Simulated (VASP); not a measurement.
Si2Mo:

```
Si Mo
1.0
    -1.60842    1.60842    3.93651
     1.60842   -1.60842    3.93651
     1.60842    1.60842   -3.93651
Si Mo
2 1
Direct
  0.33510 0.33510 0.00000
  0.66490 0.66490 0.00000
  0.00000 0.00000 0.00000
```

- Program: VASP 6.6.1
- Task: relaxation of cell and atoms
- Functional: PBEsol
- Potentials or basis: VASP PAW PBE potentials, release 64 (Si, Mo_sv)
- Cutoff: 600 eV
- k mesh: 18 × 18 × 18
- Occupations: gaussian, width 0.1 eV
- Spin: no spin polarisation

At the start: pressure -4.6 GPa; volume 13.58 Å³/atom.

Q: How do energy, volume and symmetry change on relaxing?

A: Over 8 steps the energy falls by 4.2 meV/atom and the volume is 13.29 Å³/atom (-2.1 %); space group I4/mmm (No. 139, to 0.05 Å).

The path:
| step | energy change (eV) | largest force (eV/Å) | pressure (GPa) | volume (Å³) |
| --- | --- | --- | --- | --- |
| 1 | 0.0000 | 0.0427 | -4.57 | 40.74 |
| 2 | 0.0227 | 0.1396 | 8.46 | 38.49 |
| 3 | -0.0126 | 0.0221 | -0.05 | 39.88 |
| 4 | -0.0126 | 0.0235 | 0.05 | 39.86 |
| 5 | -0.0127 | 0.0026 | 0.05 | 39.85 |
| 6 | -0.0127 | 0.0079 | 0.05 | 39.85 |
| 7 | -0.0127 | 0.0002 | -0.07 | 39.87 |
| 8 | -0.0127 | 0.0038 | -0.02 | 39.86 |

Final structure:
```xyz
3
Lattice="-1.5960 1.5960 3.9124 1.5960 -1.5960 3.9124 1.5960 1.5960 -3.9124" Properties=species:S:1:pos:R:3 pbc="T T T"
Si    0.0000    0.0000    2.6220
Si    0.0000    0.0000    5.2029
Mo    0.0000    0.0000    7.8248
```

Caveat: the PAW data sets were made with another functional, which shifts forces and pressure a little.
